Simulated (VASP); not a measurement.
Runs of VASP 6.6.1 on CdS. The structure is that of space group I4/mmm (No. 139), or close to it. The cells are those of the table. 

```csv
potentials or basis,cell,cutoff (eV),second run,gap on the mesh (eV),pressure (GPa)
"VASP PAW PBE potentials, release 64 (Cd_sv_GW, S)","a = 3.793, b = 3.793, c = 4.230 Å, angles 56.1, 56.1, 67.8°, 2 atoms",540,valence_matched,-,(b)
"VASP PAW PBE potentials, release 64 (Cd_sv_GW, S)","a = 3.815, b = 3.815, c = 4.110 Å, angles 57.4, 57.4, 65.2°, 2 atoms",540,valence_matched,none,(c)
"VASP PAW PBE potentials, release 64 (Cd, S)","a = 4.047, b = 4.047, c = 3.664 Å, angles 63.1, 63.1, 53.8°, 2 atoms",520,-,none,4.5
"VASP PAW PBE potentials, release 64 (Cd_sv_GW, S)","a = 3.965, b = 3.965, c = 3.772 Å, angles 61.6, 61.6, 56.8°, 2 atoms",540,valence_matched,none,-0.4
"VASP PAW PBE potentials, release 64 (Cd, S)","a = 3.869, b = 3.869, c = 3.947 Å, angles 59.3, 59.3, 61.3°, 2 atoms",520,-,0.06,0.2
"VASP PAW PBE potentials, release 64 (Cd, S)","a = 4.336, b = 4.336, c = 3.401 Å, angles 66.9, 66.9, 46.2°, 2 atoms",520,-,none,21.6
"VASP PAW PBE potentials, release 64 (Cd, S)","a = 3.815, b = 3.815, c = 4.110 Å, angles 57.4, 57.4, 65.2°, 2 atoms",520,-,none,4.0
"VASP PAW PBE potentials, release 64 (Cd, S)","a = 3.791, b = 3.791, c = 4.495 Å, angles 53.6, 53.6, 72.7°, 2 atoms",520,-,(a),35.9
```

Alike in all rows: task single point; level PBE; no spin polarisation; k mesh 12 × 12 × 12; smearing gaussian 0.03 eV.

Estimate the missing entries.

(a) 1.29; (b) 8.0; (c) 2.2.

A k mesh can miss the band edges, and the runs leave out spin-orbit coupling on Cd.

A gap of «none» marks levels without a gap at the run's occupations.

The runs don't all hold the same shells in valence.
